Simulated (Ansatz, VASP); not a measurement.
# Two plane-wave programs on AlGaN2

Contents of POSCAR:

```
AlGaN2
1.0
    3.3739159071      0.0000000000      0.0000000000
    0.0000000000      3.3739159071      0.0000000000
    0.0000000000      0.0000000000      4.4223567397
Al Ga N
1 1 2
Direct
    0.5000000000      0.5000000000      0.5000000000
    0.0000000000      0.0000000000      0.0000000000
    0.5000000000      0.0000000000      0.7390831718
    0.0000000000      0.5000000000      0.2609168282
```

The input INCAR.step1:

```
SYSTEM = AlGaN2
ALGO = Normal
EDIFF = 1E-5
ENCUT = 910
GGA = PE
GGA_COMPAT = .FALSE.
ISMEAR = 0
LASPH = .TRUE.
LCHARG = .FALSE.
LREAL = .FALSE.
LWAVE = .TRUE.
NBANDS = 21
NELM = 120
PREC = Accurate
SIGMA = 0.05
```

The input INCAR.step2:

```
SYSTEM = AlGaN2
ALGO = Normal
EDIFF = 1E-6
ENCUT = 910
GGA_COMPAT = .FALSE.
ISIF = 2
ISMEAR = 0
ISTART = 1
LASPH = .TRUE.
LCHARG = .TRUE.
LELF = .TRUE.
LMIXTAU = .TRUE.
LREAL = .FALSE.
LVHAR = .TRUE.
LWAVE = .FALSE.
METAGGA = R2SCAN
NBANDS = 21
NELM = 120
PREC = Accurate
SIGMA = 0.05
```

Contents of KPOINTS:

```
k-points
0
G
  8 8 6
  0 0 0
```

Input for Ansatz:

```yaml
crystal:
  lattice:
    - [3.3739159071, 0.0, 0.0]
    - [0.0, 3.3739159071, 0.0]
    - [0.0, 0.0, 4.4223567397]
  atoms:
    - { symbol: Al, position: [0.5, 0.5, 0.5] }
    - { symbol: Ga, position: [0.0, 0.0, 0.0] }
    - { symbol: "N", position: [0.5, 0.0, 0.7390831718] }
    - { symbol: "N", position: [0.0, 0.5, 0.2609168282] }
basis:
  ecutwfc: 500
kpoints:
  mp_grid: { grid: [8, 8, 6] }
hamiltonian:
  xc: r2scan
scf:
  occupations: { method: gaussian, width: 0.05 }
output:
  forces: true
  stress: true
  eigenvalues: true
```

Change from the starting cell: strain +0.0750 x Voigt [1, 1, 0, 0, 0, 0], atoms carried along.

Alike in both runs: task single point; functional r2SCAN; k mesh 8 × 8 × 6; occupations gaussian, width 0.05 eV; no spin polarisation.

```csv
,VASP,Ansatz
version,VASP 6.6.1,Ansatz 0.2.0
potentials or method,"VASP PAW PBE potentials, release 64 (Al, Ga_d, N_h), cutoff 910 eV","scalar-relativistic, plane waves, PAW"
valence electrons in the cell,26,26
```

|  | VASP | Ansatz | Ansatz less VASP |
| --- | --- | --- | --- |
| gap on the k mesh at the Fermi level (eV) | 2.24 | 2.23 | -0.010 |
| least direct gap on the mesh (eV) | 2.24 | 2.23 | -0.010 |
| rms of the force components (eV/Å) | 0.066 | 0.040 | -0.0260 |

VASP's potentials were made for PBE, not for r2SCAN. Atom by atom the forces differ by 0.026 eV/Å (rms over components). With one functional, cell and mesh, what is left measures potentials, basis and numerics.

Noted on VASP's run: the cutoff is under 1.25 times that of the potentials, so the pressure is a little rough.
